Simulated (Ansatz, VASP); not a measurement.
# H4C in VASP and in Ansatz

```
CELL_PARAMETERS angstrom
7.23043 0.00000 0.00000
0.00000 7.23043 0.00000
0.00000 0.00000 7.23043
ATOMIC_POSITIONS crystal
C 0.84312 0.41756 0.91535
C 0.89132 0.54873 0.40693
C 0.03031 0.11967 0.51950
C 0.27482 0.65151 0.63174
C 0.60333 0.98566 0.32591
C 0.48226 0.09215 0.81927
H 0.93710 0.50480 0.99453
H 0.80635 0.29632 0.99696
H 0.91060 0.37376 0.78791
H 0.71844 0.49537 0.88200
H 0.76679 0.63237 0.39249
H 0.89792 0.44863 0.29446
H 0.88792 0.47592 0.53884
H 0.01265 0.63799 0.40192
H 0.10271 0.20395 0.62132
H 0.94260 0.01964 0.59031
H 0.13079 0.04677 0.43405
H 0.94515 0.20832 0.43232
H 0.24859 0.75608 0.52643
H 0.27064 0.51465 0.56878
H 0.16937 0.66070 0.73902
H 0.41068 0.67462 0.69274
H 0.50739 0.09066 0.37572
H 0.62713 0.88383 0.43442
H 0.73403 0.05072 0.28853
H 0.54479 0.91743 0.20496
H 0.39407 0.19589 0.75468
H 0.48543 0.11462 0.96825
H 0.62193 0.10337 0.76379
H 0.42761 0.95471 0.79034
```

Alike in both runs: functional PBE; dispersion D3(BJ); k mesh 1 × 1 × 1; occupations fermi-dirac, width 0.02 eV; no spin polarisation.

Ansatz relaxed the structure, and its values are those at the end. VASP's run is a single point on that final structure, the one shown.

|  | VASP | Ansatz |
| --- | --- | --- |
| version | VASP 6.6.1 | Ansatz 0.2.0 |
| potentials or method | VASP PAW PBE potentials, release 64 (C, H), cutoff 520 eV | scalar-relativistic, plane waves, PAW |
| valence electrons in the cell | 48 | 48 |

|  | VASP | Ansatz | Ansatz less VASP |
| --- | --- | --- | --- |
| rms of the force components (eV/Å) | 0.090 | 0.083 | -0.0071 |
